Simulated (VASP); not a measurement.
A run of VASP 6.6.1:

File INCAR:

```
SYSTEM = V
ALGO = Normal ; DIPOL = 0.5 0.5 0.500
EDIFF = 1E-7 ; ENCUT = 520
GGA = PS ; IDIPOL = 3
ISIF = 2 ; ISMEAR = 1
LASPH = .TRUE. ; LCHARG = .TRUE.
LDIPOL = .TRUE. ; LELF = .TRUE.
LREAL = .FALSE. ; LVACPOTAV = .TRUE.
LVHAR = .TRUE. ; LWAVE = .FALSE.
NBANDS = 54 ; NELM = 60
PREC = Accurate ; SIGMA = 0.1
```

Contents of KPOINTS:

```
k-points
0
G
  16 16 1
  0 0 0
```

POSCAR

```
V
1.0
    2.9582124030      0.0000000000      0.0000000000
    1.4791062010      2.0917720500      0.0000000000
    0.0000000000      0.0000000000     28.5506323010
V
7
Direct
    0.0000000000      0.0000000000      0.2802039519
    0.5000000000      0.0000000000      0.3534693013
    0.0000000000      0.0000000000      0.4267346506
    0.5000000000      0.0000000000      0.5000000000
    0.0000000000      0.0000000000      0.5732653494
    0.5000000000      0.0000000000      0.6465306987
    0.0000000000      0.0000000000      0.7197960481
```

Potentials or basis: VASP PAW PBE potentials, release 64 (V_sv).

Command:

```bash
$ cat potpaw_PBE.64/V_sv/POTCAR > POTCAR
$ mpirun -np 1 vasp_std > vasp.out
```

Hardware: 1 thread of Intel(R) Xeon(R) Platinum 8124M CPU @ 3.00GHz (Skylake/Cascade Lake), on a shared host.

Question: Estimate the wall time of this run.

Answer: Run time: 28 min on 1 thread of Intel(R) Xeon(R) Platinum 8124M CPU @ 3.00GHz (Skylake/Cascade Lake), on a shared host, peak memory 0.61 GiB. Counts: scf iterations 35, k points 73.
